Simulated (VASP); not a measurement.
Set up this calculation in VASP 6.6.1, as the native input.

* Task: single point
* Functional: PBE
* Potentials or basis: VASP PAW PBE potentials, release 64 (C)
* Cutoff: 520 eV
* k mesh: 12 × 12 × 12
* Occupations: gaussian, width 0.05 eV
* Spin: no spin polarisation
* Dipole correction: no
* Further INCAR settings: ALGO = Normal; EDIFF = 1e-06; NBANDS = 11

The structure of C lies in POSCAR:

```
C
1.0
    0.0000000000      1.7003781246      1.8279064840
    1.7003781246      0.0000000000      1.8279064840
    1.7003781246      1.7003781246      0.0000000000
C
2
Direct
    0.5000000000      0.5000000000      0.5000000000
    0.7500000000      0.7500000000      0.7500000000
```

This cell differs from its parent crystal: volume 5.285 Å^3 an atom, c/a of the conventional cell 1.0750.

The input as run:

INCAR

```
ALGO     = Normal         # electronic algorithm
EDIFF    = 1E-6           # SCF threshold, eV
ENCUT    = 520            # plane-wave cutoff, eV
GGA      = PE             # functional
ISIF     = 2              # what is computed and relaxed
ISMEAR   = 0              # smearing method
LASPH    = True           # aspherical terms in the spheres
LCHARG   = False          # write CHGCAR
LREAL    = False          # projectors in reciprocal space
LWAVE    = False          # write WAVECAR
NBANDS   = 11             # bands
NELM     = 80             # most SCF steps
PREC     = Accurate       # precision mode
SIGMA    = 0.05           # smearing width, eV
```

KPOINTS

```
k-points
0
Gamma
  12 12 12
```

Potentials or basis: VASP PAW PBE potentials, release 64 (C).

Command:

```console
$ cat potpaw_PBE.64/C/POTCAR > POTCAR
$ mpirun -np 1 vasp_std > vasp.out
```

Results of the run:

The pressure is 38.1 GPa and the band gap on the k mesh is 3.37 eV, indirect (least direct gap 5.12 eV).

It took 27 s on 1 thread of Intel Xeon 8259CL (shared host), peak memory 0.13 GiB.
